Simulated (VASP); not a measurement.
# TaN in VASP: notebook, part 2 of 3

VASP 6.6.1. The steps go on from the part before.

## 3. Electric field gradients, LDA (10.61 Å³/atom)

This run uses another cell than the first one, of 10.61 Å³/atom.

Contents of INCAR:

```
SYSTEM = TaN
PREC = Accurate ; ENCUT = 520
EDIFF = 1E-8 ; ISMEAR = -1
SIGMA = 0.03 ; LREAL = .FALSE.
LASPH = .TRUE. ; NELM = 80
ALGO = Normal ; ISIF = 2
LWAVE = .FALSE. ; LCHARG = .FALSE.
GGA = CA ; LEFG = .TRUE.
NBANDS = 33
```

Contents of KPOINTS:

```
regular mesh
0
G
  5 5 8
  0 0 0
```

Contents of POSCAR:

```
TaN
1.0
    5.0791532447      0.0000000000      0.0000000000
   -2.5395766223      4.3986757396      0.0000000000
    0.0000000000      0.0000000000      2.8486364041
Ta N
3 3
Direct
    0.0000000000      0.0000000000      0.0000000000
    0.3333333333      0.6666666667      0.5000000000
    0.6666666667      0.3333333333      0.5000000000
    0.5000000000      0.0000000000      0.0000000000
    0.5000000000      0.5000000000      0.0000000000
    0.0000000000      0.5000000000      0.0000000000
```

Potentials or basis: VASP PAW LDA potentials, release 64 (Ta_pv, N).

Run with:

```
$ cat potpaw_LDA.64/Ta_pv/POTCAR potpaw_LDA.64/N/POTCAR > POTCAR
$ mpirun -np 1 vasp_std > vasp.out
```

OUTCAR:

```text
SYSTEM = TaN
   PREC = Accurate
   ENCUT = 520
   EDIFF = 1E-8
   ISMEAR = -1
   LREAL = .FALSE.
   LASPH = .TRUE.
   NELM = 80
   ISIF = 2
   GGA = CA

 ion  position               nearest neighbor table
   1  0.000  0.000  0.000-   6 2.54   6 2.54   4 2.54   4 2.54   5 2.54   5 2.54   3 3.26   3 3.26
                             2 3.26   2 3.26   2 3.26   3 3.26   2 3.26   3 3.26   2 3.26   3 3.26
   2  0.333  0.667  0.500-   4 2.04   4 2.04   6 2.04   6 2.04   5 2.04   5 2.04   3 2.93   3 2.93
                             3 2.93   1 3.26   1 3.26   1 3.26   1 3.26   1 3.26   1 3.26
   3  0.667  0.333  0.500-   4 2.04   4 2.04   6 2.04   6 2.04   5 2.04   5 2.04   2 2.93   2 2.93
                             2 2.93   1 3.26   1 3.26   1 3.26   1 3.26   1 3.26   1 3.26
   4  0.500  0.000  0.000-   2 2.04   3 2.04   2 2.04   3 2.04   1 2.54   1 2.54
   5  0.500  0.500  0.000-   2 2.04   3 2.04   2 2.04   3 2.04   1 2.54   1 2.54
   6  0.000  0.500  0.000-   2 2.04   3 2.04   2 2.04   3 2.04   1 2.54   1 2.54

  LATTYP: Found a hexagonal cell.
 ALAT       =     5.0791532447
 C/A-ratio  =     0.5608486822

  Lattice vectors:

 A1 = (   5.0791532447,   0.0000000000,   0.0000000000)
 A2 = (  -2.5395766223,   4.3986757396,   0.0000000000)
 A3 = (   0.0000000000,   0.0000000000,   2.8486364041)

Analysis of symmetry for initial positions (statically):
[... 1084 lines left out ...]
  ---------------------------------------------------
  free  energy   TOTEN  =       -71.1437605309 eV

  energy  without entropy=      -71.1387280678  energy(sigma->0) =      -71.14124430

 Electric field gradients (V/A^2)
---------------------------------------------------------------------
 ion       V_xx      V_yy      V_zz      V_xy      V_xz      V_yz
---------------------------------------------------------------------
   1     171.393   171.392  -342.785    -0.001     0.000     0.000
   2     207.607   207.607  -415.214     0.000     0.000    -0.000
   3     207.607   207.607  -415.214     0.000     0.000    -0.000
   4      35.552   -30.367    -5.185     0.001     0.000     0.000
   5     -13.888    19.072    -5.185    28.544     0.000    -0.000
   6     -13.888    19.073    -5.185   -28.544    -0.000    -0.000
---------------------------------------------------------------------

 Electric field gradients after diagonalization (V/A^2)
 (convention: |V_zz| > |V_xx| > |V_yy|)
----------------------------------------------------------------------
 ion       V_xx      V_yy      V_zz     asymmetry (V_yy - V_xx)/ V_zz
----------------------------------------------------------------------
   1     171.393   171.391  -342.785       0.000
   2     207.607   207.607  -415.214       0.000
   3     207.607   207.607  -415.214       0.000
   4     -30.367    -5.185    35.552       0.708
   5     -30.368    -5.185    35.552       0.708
   6     -30.367    -5.185    35.552       0.708
----------------------------------------------------------------------

           NMR quadrupolar parameters

 Cq : quadrupolar parameter    Cq=e*Q*V_zz/h
 eta: asymmetry parameters     (V_yy - V_xx)/ V_zz
 Q  : nuclear electric quadrupole moment in mb (millibarn)
----------------------------------------------------------------------
 ion       Cq(MHz)       eta       Q (mb)
----------------------------------------------------------------------
   1      -0.829       0.000       1.000
   2      -1.004       0.000       1.000
   3      -1.004       0.000       1.000
   4       0.086       0.708       1.000
   5       0.086       0.708       1.000
   6       0.086       0.708       1.000
----------------------------------------------------------------------
```

OSZICAR:

```text
N       E                     dE             d eps       ncg     rms          rms(c)
DAV:   1     0.441813350553E+03    0.44181E+03   -0.26102E+04  1650   0.154E+03
DAV:   2    -0.526590315647E+02   -0.49447E+03   -0.47030E+03  1882   0.447E+02
DAV:   3    -0.812924593762E+02   -0.28633E+02   -0.28036E+02  2057   0.104E+02
DAV:   4    -0.818206759380E+02   -0.52822E+00   -0.52309E+00  1985   0.135E+01
DAV:   5    -0.818332776819E+02   -0.12602E-01   -0.12591E-01  2140   0.160E+00    0.521E+01
DAV:   6    -0.718038997855E+02    0.10029E+02   -0.46301E+01  1946   0.387E+01    0.229E+01
DAV:   7    -0.713618159374E+02    0.44208E+00   -0.36440E+00  2062   0.146E+01    0.126E+01
DAV:   8    -0.711744685719E+02    0.18735E+00   -0.61354E-01  2054   0.525E+00    0.377E+00
DAV:   9    -0.711449772218E+02    0.29491E-01   -0.75947E-02  2000   0.252E+00    0.435E-01
DAV:  10    -0.711439976716E+02    0.97955E-03   -0.10962E-02  2050   0.586E-01    0.167E-01
DAV:  11    -0.711437702431E+02    0.22743E-03   -0.13411E-03  2061   0.254E-01    0.419E-02
DAV:  12    -0.711437606563E+02    0.95868E-05   -0.77537E-05  2008   0.589E-02    0.188E-02
DAV:  13    -0.711437605217E+02    0.13463E-06   -0.36287E-06  2080   0.121E-02    0.332E-03
DAV:  14    -0.711437605798E+02   -0.58149E-07   -0.36861E-07  2043   0.360E-03    0.232E-03
DAV:  15    -0.711437605310E+02    0.48838E-07   -0.22842E-07  2017   0.321E-03    0.300E-04
DAV:  16    -0.711437605309E+02    0.56389E-10   -0.90467E-09  1165   0.620E-04
   1 F= -.71143761E+02 E0= -.71141244E+02  d E =-.503246E-02
```

stdout:

```text
POSCAR found type information on POSCAR TaN
 POSCAR found :  2 types and       6 ions
 scaLAPACK will be used
 LDA part: xc-table for (Slater(with rela. corr.)+CA(PZ))
 , standard interpolation
 POSCAR, INCAR and KPOINTS ok, starting setup
 FFT: planning ... GRIDC
 FFT: planning ... GRID_SOFT
 FFT: planning ... GRID
 WAVECAR not read
 entering main loop
ion   1

ion   2

ion   3

ion   4

ion   5

ion   6
```

Wall time 55 s (1 thread of Intel Xeon 8259CL, shared host); peak memory 0.18 GiB.

What came out:

| Property | Result |
| --- | --- |
| Free energy | -71.1438 eV |
| Pressure | 20.0 GPa |
| Band gap on the k mesh | zero (bands 24 and 25 overlap by 2.38 eV) |
| Largest electric field gradient by atom | Ta -342.8, -415.2 (each value once); N +35.6 V/Å² |

Levels at points of the mesh, in eV from the Fermi level:
| k point | band 20 | band 21 | band 22 | band 23 | band 24 | band 25 | band 26 | band 27 | band 28 | band 29 |
| --- | --- | --- | --- | --- | --- | --- | --- | --- | --- | --- |
| (0.00, 0.00, 0.00) | -3.14 | -3.14 | -2.73 | -2.26 | -1.47 | -1.47 | 0.77 | 0.77 | 1.42 | 2.41 |
| (0.00, 0.00, 0.50) | -4.09 | -3.30 | -3.30 | -2.10 | 0.91 | 0.91 | 1.60 | 2.00 | 2.71 | 2.71 |

Electric field gradients, principal values (V/Å²):
| atom | least | middle | greatest (by size) |
| --- | --- | --- | --- |
| 1 Ta | 171.391 | 171.393 | -342.785 |
| 2 Ta | 207.607 | 207.607 | -415.214 |
| 3 Ta | 207.607 | 207.607 | -415.214 |
| 4 N | -5.185 | -30.367 | 35.552 |
| 5 N | -5.185 | -30.368 | 35.552 |
| 6 N | -5.185 | -30.367 | 35.552 |

Caveat: the cell stands under pressure; without QUAD_EFG the Cq values of the log hold for a quadrupole moment of 1 mb, not for the nuclei; spin-orbit coupling is left out, which moves the levels of the heavy elements.

## 4. Electric field gradients, LDA (10.61 Å³/atom)

This run uses another cell than the first one, of 10.61 Å³/atom.

Contents of INCAR:

```
SYSTEM = TaN
ALGO = Normal
EDIFF = 1E-8
ENCUT = 520
ISIF = 2
ISMEAR = -1
LASPH = .TRUE.
LCHARG = .FALSE.
LEFG = .TRUE.
LREAL = .FALSE.
LWAVE = .FALSE.
NBANDS = 33
NELM = 60
PREC = Accurate
SIGMA = 0.03
```

Contents of KPOINTS:

```
k-points
0
G
  5 5 8
  0 0 0
```

POSCAR is that of step 3.

Potentials or basis: VASP PAW LDA potentials, release 64 (Ta_pv, N).

Run with:

```
$ cat potpaw_LDA.64/Ta_pv/POTCAR potpaw_LDA.64/N/POTCAR > POTCAR
$ mpirun -np 1 vasp_std > vasp.out
```

OUTCAR:

```text
SYSTEM = TaN
   EDIFF = 1E-8
   ENCUT = 520
   ISIF = 2
   ISMEAR = -1
   LASPH = .TRUE.
   LREAL = .FALSE.
   NELM = 60
   PREC = Accurate

 ion  position               nearest neighbor table
   1  0.000  0.000  0.000-   6 2.54   6 2.54   4 2.54   4 2.54   5 2.54   5 2.54   3 3.26   3 3.26
                             2 3.26   2 3.26   2 3.26   3 3.26   2 3.26   3 3.26   2 3.26   3 3.26
   2  0.333  0.667  0.500-   4 2.04   4 2.04   6 2.04   6 2.04   5 2.04   5 2.04   3 2.93   3 2.93
                             3 2.93   1 3.26   1 3.26   1 3.26   1 3.26   1 3.26   1 3.26
   3  0.667  0.333  0.500-   4 2.04   4 2.04   6 2.04   6 2.04   5 2.04   5 2.04   2 2.93   2 2.93
                             2 2.93   1 3.26   1 3.26   1 3.26   1 3.26   1 3.26   1 3.26
   4  0.500  0.000  0.000-   2 2.04   3 2.04   2 2.04   3 2.04   1 2.54   1 2.54
   5  0.500  0.500  0.000-   2 2.04   3 2.04   2 2.04   3 2.04   1 2.54   1 2.54
   6  0.000  0.500  0.000-   2 2.04   3 2.04   2 2.04   3 2.04   1 2.54   1 2.54

  LATTYP: Found a hexagonal cell.
 ALAT       =     5.0791532447
 C/A-ratio  =     0.5608486822

  Lattice vectors:

 A1 = (   5.0791532447,   0.0000000000,   0.0000000000)
 A2 = (  -2.5395766223,   4.3986757396,   0.0000000000)
 A3 = (   0.0000000000,   0.0000000000,   2.8486364041)

Analysis of symmetry for initial positions (statically):
=====================================================================
 Subroutine PRICEL returns:
 Original cell was already a primitive cell.

 Routine SETGRP: Setting up the symmetry group for a
 hexagonal supercell.

 Subroutine GETGRP returns: Found 24 space group operations
 (whereof 24 operations were pure point group operations)
 out of a pool of 24 trial point group operations.

The static configuration has the point symmetry D_6h.

Analysis of symmetry for dynamics (positions and initial velocities):
=====================================================================
 Subroutine PRICEL returns:
 Original cell was already a primitive cell.

 Routine SETGRP: Setting up the symmetry group for a
 hexagonal supercell.

 Subroutine GETGRP returns: Found 24 space group operations
 (whereof 24 operations were pure point group operations)
 out of a pool of 24 trial point group operations.

The dynamic configuration has the point symmetry D_6h.

 Subroutine INISYM returns: Found 24 space group operations
 (whereof 24 operations are pure point group operations),
 and found     1 'primitive' translations

----------------------------------------------------------------------------------------

                                     Primitive cell

  volume of cell :      63.6429

  direct lattice vectors                    reciprocal lattice vectors
     5.079153245  0.000000000  0.000000000     0.196883211  0.113670575  0.000000000
    -2.539576622  4.398675740  0.000000000     0.000000000  0.227341150  0.000000000
     0.000000000  0.000000000  2.848636404     0.000000000  0.000000000  0.351045152

  length of vectors
     5.079153245  5.079153245  2.848636404     0.227341150  0.227341150  0.351045152

  position of ions in fractional coordinates (direct lattice)
     0.000000000  0.000000000  0.000000000
     0.333333333  0.666666667  0.500000000
     0.666666667  0.333333333  0.500000000
[... 111 lines left out ...]
   IVDW    =     0    specifies the selected vdW correction
   LEPSILON=     F    determine dielectric tensor
   LRPA    =     F    only Hartree local field effects (RPA)
 non-spin polarized calculation
  energy-cutoff  :      520.00
  volume of cell :       63.64
 maximum number of plane-waves:      1751
 NGX is ok and might be reduce to    40
   NGX = 19   NGY = 19   NGZ = 11

 number of electron      47.9999992 magnetization

 Free energy of the ion-electron system (eV)
  ---------------------------------------------------
  ext. energy  EPLUGINS =         0.00000000
  ---------------------------------------------------
  free energy    TOTEN  =       -71.14376053 eV

  energy without entropy =      -71.13872807  energy(sigma->0) =      -71.14124430

 E-fermi :   8.8011     XC(G=0): -13.6170

 val. band max:        8.7786089389   @ k =   0.2000   0.0000   0.3750
 cond. band min:       8.8063302779   @ k =   0.2000   0.0000   0.2500
 fundamental gap:      0.0277213389
 Fermi energy:         8.8011261493

 k-point     1 :       0.0000    0.0000    0.0000
  band No.  band energies     occupation
      1     -27.2421      2.00000
      2     -27.2421      2.00000
      3     -26.7681      2.00000
      4     -26.7681      2.00000
      5     -26.5074      2.00000
      6     -26.3685      2.00000
[... 853 lines left out ...]
     32      13.0749      0.00000
     33      14.6588      0.00000

 [... further k-points ...]

------------------------ aborting loop because EDIFF is reached ----------------------------------------

  FORCE on cell =-STRESS in cart. coord.  units (eV):
  Direction    XX          YY          ZZ          XY          YZ          ZX
  --------------------------------------------------------------------------------------
  -------------------------------------------------------------------------------------
  Total        7.1311362      7.1311362      9.5803049      0.0000000      0.0000000     -0.0000000
  in kB      179.5225598    179.5225598    241.1790760      0.0000000      0.0000000     -0.0000000
  external PRESSURE =     200.0747319 kB  Pullay stress =       0.0000000 kB

 VOLUME and BASIS-vectors are now :
 -----------------------------------------------------------------------------
  energy-cutoff  :      520.00
  volume of cell :       63.64
      direct lattice vectors                 reciprocal lattice vectors
     5.079153245  0.000000000  0.000000000     0.196883211  0.113670575  0.000000000
    -2.539576622  4.398675740  0.000000000     0.000000000  0.227341150  0.000000000
     0.000000000  0.000000000  2.848636404     0.000000000  0.000000000  0.351045152

 POSITION                                       TOTAL-FORCE (eV/Angst)
 -----------------------------------------------------------------------------------
      0.00000      0.00000      0.00000        -0.000000      0.000000     -0.000000
     -0.00000      2.93245      1.42432        -0.000000      0.000000      0.000000
      2.53958      1.46623      1.42432         0.000000     -0.000000     -0.000000
      2.53958      0.00000      0.00000        -0.000000      0.000000     -0.000000
      1.26979      2.19934      0.00000        -0.000000      0.000000     -0.000000
     -1.26979      2.19934      0.00000        -0.000000      0.000000     -0.000000
 -----------------------------------------------------------------------------------
    total drift:                               -0.000000      0.000000     -0.000000

  FREE ENERGIE OF THE ION-ELECTRON SYSTEM (eV)
  ---------------------------------------------------
  free  energy   TOTEN  =       -71.1437605309 eV

  energy  without entropy=      -71.1387280678  energy(sigma->0) =      -71.14124430

 Electric field gradients (V/A^2)
---------------------------------------------------------------------
 ion       V_xx      V_yy      V_zz      V_xy      V_xz      V_yz
---------------------------------------------------------------------
   1     171.393   171.392  -342.785    -0.001     0.000     0.000
   2     207.607   207.607  -415.214     0.000     0.000    -0.000
   3     207.607   207.607  -415.214     0.000     0.000    -0.000
   4      35.552   -30.367    -5.185     0.001     0.000     0.000
   5     -13.888    19.072    -5.185    28.544     0.000    -0.000
   6     -13.888    19.073    -5.185   -28.544    -0.000    -0.000
---------------------------------------------------------------------

 Electric field gradients after diagonalization (V/A^2)
 (convention: |V_zz| > |V_xx| > |V_yy|)
----------------------------------------------------------------------
 ion       V_xx      V_yy      V_zz     asymmetry (V_yy - V_xx)/ V_zz
----------------------------------------------------------------------
   1     171.393   171.391  -342.785       0.000
   2     207.607   207.607  -415.214       0.000
   3     207.607   207.607  -415.214       0.000
   4     -30.367    -5.185    35.552       0.708
   5     -30.368    -5.185    35.552       0.708
   6     -30.367    -5.185    35.552       0.708
----------------------------------------------------------------------

           NMR quadrupolar parameters

 Cq : quadrupolar parameter    Cq=e*Q*V_zz/h
 eta: asymmetry parameters     (V_yy - V_xx)/ V_zz
 Q  : nuclear electric quadrupole moment in mb (millibarn)
----------------------------------------------------------------------
 ion       Cq(MHz)       eta       Q (mb)
----------------------------------------------------------------------
   1      -0.829       0.000       1.000
   2      -1.004       0.000       1.000
   3      -1.004       0.000       1.000
   4       0.086       0.708       1.000
   5       0.086       0.708       1.000
   6       0.086       0.708       1.000
----------------------------------------------------------------------
```

OSZICAR:

```text
N       E                     dE             d eps       ncg     rms          rms(c)
DAV:   1     0.441813350553E+03    0.44181E+03   -0.26102E+04  1650   0.154E+03
DAV:   2    -0.526590315647E+02   -0.49447E+03   -0.47030E+03  1882   0.447E+02
DAV:   3    -0.812924593762E+02   -0.28633E+02   -0.28036E+02  2057   0.104E+02
DAV:   4    -0.818206759380E+02   -0.52822E+00   -0.52309E+00  1985   0.135E+01
DAV:   5    -0.818332776819E+02   -0.12602E-01   -0.12591E-01  2140   0.160E+00    0.521E+01
DAV:   6    -0.718038997855E+02    0.10029E+02   -0.46301E+01  1946   0.387E+01    0.229E+01
DAV:   7    -0.713618159374E+02    0.44208E+00   -0.36440E+00  2062   0.146E+01    0.126E+01
DAV:   8    -0.711744685719E+02    0.18735E+00   -0.61354E-01  2054   0.525E+00    0.377E+00
DAV:   9    -0.711449772218E+02    0.29491E-01   -0.75947E-02  2000   0.252E+00    0.435E-01
DAV:  10    -0.711439976716E+02    0.97955E-03   -0.10962E-02  2050   0.586E-01    0.167E-01
DAV:  11    -0.711437702431E+02    0.22743E-03   -0.13411E-03  2061   0.254E-01    0.419E-02
DAV:  12    -0.711437606563E+02    0.95868E-05   -0.77537E-05  2008   0.589E-02    0.188E-02
DAV:  13    -0.711437605217E+02    0.13463E-06   -0.36287E-06  2080   0.121E-02    0.332E-03
DAV:  14    -0.711437605798E+02   -0.58149E-07   -0.36861E-07  2043   0.360E-03    0.232E-03
DAV:  15    -0.711437605310E+02    0.48838E-07   -0.22842E-07  2017   0.321E-03    0.300E-04
DAV:  16    -0.711437605309E+02    0.56389E-10   -0.90467E-09  1165   0.620E-04
   1 F= -.71143761E+02 E0= -.71141244E+02  d E =-.503246E-02
```

Run time: 54 s. Hardware: 1 thread of Intel Xeon 8259CL, shared host; peak memory 0.19 GiB.

Results:

* Free energy: -71.1438 eV
* Pressure: 20.0 GPa
* Band gap on the k mesh: zero (bands 24 and 25 overlap by 2.38 eV)
* Largest electric field gradient by atom: Ta -342.8, -415.2 (each value once); N +35.6 V/Å²

Electric field gradients, principal values (V/Å²):
```
atom    least   middle  greatest (by size)
1 Ta  171.391  171.393            -342.785
2 Ta  207.607  207.607            -415.214
3 Ta  207.607  207.607            -415.214
 4 N   -5.185  -30.367              35.552
 5 N   -5.185  -30.368              35.552
 6 N   -5.185  -30.367              35.552
```

Caveat: the cell stands under pressure; without QUAD_EFG the Cq values of the log hold for a quadrupole moment of 1 mb, not for the nuclei; spin-orbit coupling is left out, which moves the levels of the heavy elements.

(Continued in part 3 of 3.)
